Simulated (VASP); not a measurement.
# CoSi (P2_13) in VASP: a series of runs

The runs below take CoSi through single point, with PBE.

Program: VASP 6.6.1. These are calculated values, not measurements. Logs are shortened: lines on timing, memory, paths and dates and some standing lists are left out, and cuts for length are marked.

## Step 1: The cell of the first run

The structure is cubic, space group P2_13 (No. 198). The conventional cell has a = 4.347 Å, b = 4.347 Å, c = 4.347 Å, α = 90.00°, β = 90.00°, γ = 90.00°. Within 3.0 Å of Co (site symmetry 3) lie 7 Si at 2.24 to 2.42 Å and 6 Co at 2.67 Å. Si (site symmetry 3) has 7 Co at 2.24 to 2.42 Å and 6 Si at 2.69 Å within 3.0 Å.

## Step 2: Single point, PBE, collinear spin, ferromagnetic start

File INCAR:

```
ALGO = Normal
EDIFF = 1E-6
ENCUT = 520
GGA = PE
ISIF = 2
ISMEAR = -1
ISPIN = 2
LASPH = T
LCHARG = F
LMAXMIX = 4
LORBIT = 11
LREAL = F
LWAVE = F
MAGMOM = 2 2 2 2 0 0 0 0
NBANDS = 40
NELM = 150
PREC = Accurate
SIGMA = 0.05
```

File KPOINTS:

```
k-points
0
Gamma
  6 6 6
```

File POSCAR:

```
CoSi
1.0
    4.3474031505      0.0000000000      0.0000000000
    0.0000000000      4.3474031505      0.0000000000
    0.0000000000      0.0000000000      4.3474031505
Co Si
4 4
Direct
    0.8600000000      0.6400000000      0.3600000000
    0.6400000000      0.3600000000      0.8600000000
    0.3600000000      0.8600000000      0.6400000000
    0.1400000000      0.1400000000      0.1400000000
    0.1570000000      0.3430000000      0.6570000000
    0.3430000000      0.6570000000      0.1570000000
    0.6570000000      0.1570000000      0.3430000000
    0.8430000000      0.8430000000      0.8430000000
```

Potentials or basis: VASP PAW PBE potentials, release 64 (Co, Si).

Launch:

```bash
$ cat potpaw_PBE.64/Co/POTCAR potpaw_PBE.64/Si/POTCAR > POTCAR
$ mpirun -np 1 vasp_std > vasp.out
```

OUTCAR:

```text
EDIFF = 1E-6
   ENCUT = 520
   GGA = PE
   ISIF = 2
   ISMEAR = -1
   ISPIN = 2
   LASPH = T
   LORBIT = 11
   LREAL = F
   NELM = 150
   PREC = Accurate

 ion  position               nearest neighbor table
   1  0.860  0.640  0.360-   5 2.24   6 2.28   7 2.28   8 2.28   7 2.42   6 2.42   8 2.42   2 2.67
                             2 2.67   3 2.67   4 2.67   3 2.67   4 2.67
   2  0.640  0.360  0.860-   6 2.24   5 2.28   8 2.28   7 2.28   5 2.42   8 2.42   7 2.42   1 2.67
                             1 2.67   3 2.67   3 2.67   4 2.67   4 2.67
   3  0.360  0.860  0.640-   7 2.24   5 2.28   8 2.28   6 2.28   5 2.42   8 2.42   6 2.42   1 2.67
                             4 2.67   2 2.67   2 2.67   1 2.67   4 2.67
   4  0.140  0.140  0.140-   8 2.24   7 2.28   6 2.28   5 2.28   7 2.42   6 2.42   5 2.42   2 2.67
                             3 2.67   1 2.67   3 2.67   1 2.67   2 2.67
   5  0.157  0.343  0.657-   1 2.24   2 2.28   3 2.28   4 2.28   3 2.42   2 2.42   4 2.42   8 2.69
                             6 2.69   6 2.69   8 2.69   7 2.69   7 2.69
   6  0.343  0.657  0.157-   2 2.24   1 2.28   4 2.28   3 2.28   1 2.42   4 2.42   3 2.42   8 2.69
                             5 2.69   5 2.69   7 2.69   7 2.69   8 2.69
   7  0.657  0.157  0.343-   3 2.24   1 2.28   4 2.28   2 2.28   1 2.42   4 2.42   2 2.42   8 2.69
                             8 2.69   5 2.69   6 2.69   6 2.69   5 2.69
   8  0.843  0.843  0.843-   4 2.24   3 2.28   2 2.28   1 2.28   3 2.42   2 2.42   1 2.42   5 2.69
                             6 2.69   7 2.69   7 2.69   5 2.69   6 2.69

  LATTYP: Found a simple cubic cell.
 ALAT       =     4.3474031505

  Lattice vectors:

 A1 = (   4.3474031505,   0.0000000000,   0.0000000000)
 A2 = (   0.0000000000,   4.3474031505,   0.0000000000)
 A3 = (   0.0000000000,   0.0000000000,   4.3474031505)

Analysis of symmetry for initial positions (statically):
=====================================================================
 Subroutine PRICEL returns:
 Original cell was already a primitive cell.

 Routine SETGRP: Setting up the symmetry group for a
 simple cubic supercell.

 Subroutine GETGRP returns: Found 12 space group operations
 (whereof  3 operations were pure point group operations)
 out of a pool of 48 trial point group operations.

The static configuration has the point symmetry C_3 .
 The point group associated with its full space group is T   .

Analysis of symmetry for dynamics (positions and initial velocities):
=====================================================================
 Subroutine PRICEL returns:
 Original cell was already a primitive cell.

 Routine SETGRP: Setting up the symmetry group for a
 simple cubic supercell.

 Subroutine GETGRP returns: Found 12 space group operations
 (whereof  3 operations were pure point group operations)
 out of a pool of 48 trial point group operations.

The dynamic configuration has the point symmetry C_3 .
 The point group associated with its full space group is T   .

Analysis of structural, dynamic, and magnetic symmetry:
=====================================================================
 Subroutine PRICEL returns:
 Original cell was already a primitive cell.

 Routine SETGRP: Setting up the symmetry group for a
 simple cubic supercell.

 Subroutine GETGRP returns: Found 12 space group operations
 (whereof  3 operations were pure point group operations)
 out of a pool of 48 trial point group operations.

The overall configuration has the point symmetry C_3 .
 The point group associated with its full space group is T   .

 Subroutine INISYM returns: Found 12 space group operations
 (whereof  3 operations are pure point group operations),
 and found     1 'primitive' translations

----------------------------------------------------------------------------------------

                                     Primitive cell

  volume of cell :      82.1655

  direct lattice vectors                    reciprocal lattice vectors
     4.347403150  0.000000000  0.000000000     0.230022376  0.000000000  0.000000000
     0.000000000  4.347403150  0.000000000     0.000000000  0.230022376  0.000000000
     0.000000000  0.000000000  4.347403150     0.000000000  0.000000000  0.230022376

  length of vectors
     4.347403150  4.347403150  4.347403150     0.230022376  0.230022376  0.230022376

  position of ions in fractional coordinates (direct lattice)
     0.860000000  0.640000000  0.360000000
     0.640000000  0.360000000  0.860000000
     0.360000000  0.860000000  0.640000000
     0.140000000  0.140000000  0.140000000
     0.157000000  0.343000000  0.657000000
     0.343000000  0.657000000  0.157000000
     0.657000000  0.157000000  0.343000000
     0.843000000  0.843000000  0.843000000

  ion indices of the primitive-cell ions
   primitive index   ion index
                 1           1
                 2           2
                 3           3
                 4           4
                 5           5
                 6           6
                 7           7
                 8           8

----------------------------------------------------------------------------------------

 KPOINTS: k-points

Automatic generation of k-mesh.
 Grid dimensions read from file:
 generate k-points for:    6    6    6

 Generating k-lattice:

  Cartesian coordinates                     Fractional coordinates (reciprocal lattice)
     0.038337063  0.000000000  0.000000000     0.166666667  0.000000000  0.000000000
     0.000000000  0.038337063  0.000000000     0.000000000  0.166666667  0.000000000
     0.000000000  0.000000000  0.038337063     0.000000000  0.000000000  0.166666667

  Length of vectors
     0.038337063  0.038337063  0.038337063

  Shift w.r.t. Gamma in fractional coordinates (k-lattice)
     0.000000000  0.000000000  0.000000000

 Subroutine IBZKPT returns following result:
 ===========================================

 Found     24 irreducible k-points:

 Following reciprocal coordinates:
            Coordinates               Weight
  0.000000  0.000000  0.000000      1.000000
  0.166667  0.000000  0.000000      6.000000
  0.333333  0.000000  0.000000      6.000000
  0.500000  0.000000  0.000000      3.000000
  0.166667  0.166667  0.000000     12.000000
  0.333333  0.166667  0.000000     12.000000
[... 16 lines left out ...]
  0.500000  0.500000  0.333333      6.000000
  0.500000  0.500000  0.500000      1.000000
   k-points           NKPTS =     24   k-points in BZ     NKDIM =     24   number of bands    NBANDS=     40
   number of dos      NEDOS =    301   number of ions     NIONS =      8
   total plane-waves  NPLWV =  32768
   dimension x,y,z NGX =    32 NGY =   32 NGZ =   32
   dimension x,y,z NGXF=    64 NGYF=   64 NGZF=   64
   ions per type =               4   4
   NGX,Y,Z   is equivalent  to a cutoff of  12.24, 12.24, 12.24 a.u.
   NGXF,Y,Z  is equivalent  to a cutoff of  24.47, 24.47, 24.47 a.u.
 SYSTEM =  unknown system
   PREC   = accura    normal or accurate (medium, high low for compatibility)
   ISTART =      0    job   : 0-new  1-cont  2-samecut
   ICHARG =      2    charge: 1-file 2-atom 10-const
   ISPIN  =      2    spin polarized calculation?
   LNONCOLLINEAR =      F non collinear calculations
   LSORBIT =      F    spin-orbit coupling
   LASPH  =      T    aspherical Exc in radial PAW
   ENCUT  =  520.0 eV  38.22 Ry    6.18 a.u.   8.08  8.08  8.08*2*pi/ulx,y,z
   NELM   =    150;   NELMIN=  2; NELMDL= -5     # of ELM steps
   EDIFF  = 0.1E-05   stopping-criterion for ELM
   LREAL  =      F    real-space projection
   EDIFFG = 0.1E-04   stopping-criterion for IOM
   NSW    =      0    number of steps for IOM
   IBRION =     -1    ionic relax: 0-MD 1-quasi-New 2-CG
   NFREE  =      0    steps in history (QN), initial steepest desc. (CG)
   ISIF   =      2    stress and relaxation
   ISYM   =      2    0-nonsym 1-usesym 2-fastsym
   POTIM  = 0.5000    time-step for ionic-motion
   TEBEG  =    0.0;   TEEND  =   0.0 temperature during run
   PSTRESS=    0.0 pullay stress
   NELECT =      52.0000    total number of electrons
   NUPDOWN=      -1.0000    fix difference up-down
   EMIN   =  10.00;   EMAX   =-10.00  energy-range for DOS
   EFERMI =   0.00;   METHOD = LEGACY
   ISMEAR =    -1;   SIGMA  =   0.05  broadening in eV -4-tet -1-fermi 0-gaus
   EFERMI_NEDOS =   21; number of points for ismear=-14 and -15
   IALGO  =     38    algorithm
   IMIX   =      4    mixing-type and parameters
     AMIX     =   0.40;   BMIX     =  1.00
     AMIX_MAG =   1.60;   BMIX_MAG =  1.00
  volume/ion in A,a.u.               =      10.27        69.31
  Fermi-wavevector in a.u.,A,eV,Ry     =   1.405549  2.656103 26.879239  1.975568
  Thomas-Fermi vector in A             =   2.527999
   LORBIT       =     11    0 simple, 1 ext, 2 COOP (PROOUT), +10 PAW based schemes
   GGA     = PE    functional components
   LHFCALC =     F    Hartree Fock is set to
   AEXX    =    0.0000 exact exchange contribution
   IVDW    =     0    specifies the selected vdW correction
   LEPSILON=     F    determine dielectric tensor
   LRPA    =     F    only Hartree local field effects (RPA)
 spin polarized calculation
  energy-cutoff  :      520.00
  volume of cell :       82.17
 maximum number of plane-waves:      2272
   NGX = 17   NGY = 17   NGZ = 17

 number of electron      52.0000017 magnetization       0.0019545

 number of electron      52.0000017 magnetization      -0.0006043

 Free energy of the ion-electron system (eV)
  ---------------------------------------------------
  ext. energy  EPLUGINS =         0.00000000
  ---------------------------------------------------
  free energy    TOTEN  =       -54.49928510 eV

  energy without entropy =      -54.48649866  energy(sigma->0) =      -54.49289188

 E-fermi :  13.0763     XC(G=0): -13.1551

 val. band max:       13.0300452963   @ k =   0.0000   0.0000   0.0000
 cond. band min:      13.1328519910   @ k =   0.5000   0.5000   0.3333
 fundamental gap:      0.1028066947
 Fermi energy:        13.0762518144

 spin component 1

 k-point     1 :       0.0000    0.0000    0.0000
  band No.  band energies     occupation
      1      -1.1472      1.00000
      2       4.5562      1.00000
      3       4.5562      1.00000
      4       4.5562      1.00000
      5       7.2780      1.00000
      6       7.2780      1.00000
[... 30 lines left out ...]
     37      19.3859      0.00000
     38      19.3859      0.00000
[... 941 lines left out ...]
     37      21.0367      0.00000
     38      21.0367      0.00000
 Fermi energy:        13.0762518144

 spin component 2

 k-point     1 :       0.0000    0.0000    0.0000
  band No.  band energies     occupation
      1      -1.1473      1.00000
      2       4.5562      1.00000
      3       4.5562      1.00000
      4       4.5562      1.00000
      5       7.2779      1.00000
      6       7.2779      1.00000
[... 30 lines left out ...]
     37      19.3858      0.00000
     38      19.3858      0.00000
[... 941 lines left out ...]
     37      21.0367      0.00000
     38      21.0367      0.00000
 [bands above 38 left out]

------------------------ aborting loop because EDIFF is reached ----------------------------------------

  FORCE on cell =-STRESS in cart. coord.  units (eV):
  Direction    XX          YY          ZZ          XY          YZ          ZX
  --------------------------------------------------------------------------------------
  -------------------------------------------------------------------------------------
  Total        7.9503656      7.9503656      7.9503656     -0.0000000     -0.0000000      0.0000000
  in kB      155.0272108    155.0272108    155.0272108     -0.0000000     -0.0000000      0.0000000
  external PRESSURE =     155.0272108 kB  Pullay stress =       0.0000000 kB

 VOLUME and BASIS-vectors are now :
 -----------------------------------------------------------------------------
  energy-cutoff  :      520.00
  volume of cell :       82.17
      direct lattice vectors                 reciprocal lattice vectors
     4.347403150  0.000000000  0.000000000     0.230022376  0.000000000  0.000000000
     0.000000000  4.347403150  0.000000000     0.000000000  0.230022376  0.000000000
     0.000000000  0.000000000  4.347403150     0.000000000  0.000000000  0.230022376

 POSITION                                       TOTAL-FORCE (eV/Angst)
 -----------------------------------------------------------------------------------
      3.73877      2.78234      1.56507        -0.299446      0.299446     -0.299446
      2.78234      1.56507      3.73877         0.299446     -0.299446     -0.299446
      1.56507      3.73877      2.78234        -0.299446     -0.299446      0.299446
      0.60864      0.60864      0.60864         0.299446      0.299446      0.299446
      0.68254      1.49116      2.85624        -0.028614      0.028614     -0.028614
      1.49116      2.85624      0.68254         0.028614     -0.028614     -0.028614
      2.85624      0.68254      1.49116        -0.028614     -0.028614      0.028614
      3.66486      3.66486      3.66486         0.028614      0.028614      0.028614
 -----------------------------------------------------------------------------------
    total drift:                               -0.000000     -0.000000      0.000000

  FREE ENERGIE OF THE ION-ELECTRON SYSTEM (eV)
  ---------------------------------------------------
  free  energy   TOTEN  =       -54.4992850972 eV

  energy  without entropy=      -54.4864986646  energy(sigma->0) =      -54.49289188

 total charge

# of ion       s       p       d       tot
------------------------------------------
    1        0.463   0.685   7.628   8.775
    2        0.463   0.685   7.628   8.775
    3        0.463   0.685   7.628   8.775
    4        0.463   0.685   7.628   8.775
    5        0.729   0.925   0.000   1.654
    6        0.729   0.925   0.000   1.654
    7        0.729   0.925   0.000   1.654
    8        0.729   0.925   0.000   1.654
--------------------------------------------------
tot          4.767   6.439  30.511  41.717

 magnetization (x)

# of ion       s       p       d       tot
------------------------------------------
    1        0.000   0.000  -0.000  -0.000
    2        0.000   0.000  -0.000  -0.000
    3        0.000   0.000  -0.000  -0.000
    4        0.000   0.000  -0.000  -0.000
    5        0.000   0.000   0.000   0.000
    6        0.000   0.000   0.000   0.000
    7        0.000   0.000   0.000   0.000
    8        0.000   0.000   0.000   0.000
--------------------------------------------------
tot          0.000   0.000  -0.000  -0.000
```

Wall time 66 s (1 thread of Intel Xeon 6975P-C (Granite Rapids), shared host); peak memory 0.26 GiB.

Results:

| Property | Result |
| --- | --- |
| Free energy | -54.4993 eV |
| Pressure | 15.5 GPa |
| Largest force | 0.519 eV/Å |
| Band gap on the k mesh | zero (filled and empty bands overlap) |
| Net moment | 0.00 μB per cell |
| Valence electrons inside the program's atomic spheres | Co 8.78; Si 1.65 |

Forces on the atoms (eV/Å):
```
Co  -0.299  0.299 -0.299
Co   0.299 -0.299 -0.299
Co  -0.299 -0.299  0.299
Co   0.299  0.299  0.299
Si  -0.029  0.029 -0.029
Si   0.029 -0.029 -0.029
Si  -0.029 -0.029  0.029
Si   0.029  0.029  0.029
```

Levels at points of the mesh, in eV from the Fermi level:
Spin up:
```tsv
k point	band 22	band 23	band 24	band 25	band 26	band 27	band 28	band 29	band 30	band 31
(0.00, 0.00, 0.00)	-1.03	-0.89	-0.89	-0.05	-0.05	-0.05	2.69	2.69	2.69	3.08
(0.50, 0.00, 0.00)	-1.18	-0.77	-0.77	-0.55	-0.55	1.03	1.03	1.61	1.61	4.49
(0.50, 0.50, 0.00)	-1.70	-1.15	-1.15	-0.07	-0.07	0.59	0.59	2.18	2.18	2.65
(0.50, 0.50, 0.50)	-1.38	-1.38	-1.38	-0.26	-0.26	-0.26	-0.26	5.70	5.70	5.70
```
Spin down:
| k point | band 23 | band 24 | band 25 | band 26 | band 27 | band 28 | band 29 | band 30 |
| --- | --- | --- | --- | --- | --- | --- | --- | --- |
| (0.00, 0.00, 0.00) | -0.89 | -0.89 | -0.05 | -0.05 | -0.05 | 2.69 | 2.69 | 2.69 |
| (0.50, 0.00, 0.00) | -0.77 | -0.77 | -0.55 | -0.55 | 1.03 | 1.03 | 1.61 | 1.61 |
| (0.50, 0.50, 0.00) | -1.15 | -1.15 | -0.07 | -0.07 | 0.59 | 0.59 | 2.18 | 2.18 |
| (0.50, 0.50, 0.50) | -1.38 | -1.38 | -0.26 | -0.26 | -0.26 | -0.26 | 5.70 | 5.70 |

Caveat: the cell stands under pressure; the moments typed at the start vanished in this run.

[end of part 1 of 2]

The gap in the log of VASP goes by the Fermi energy; the results here count the filled bands.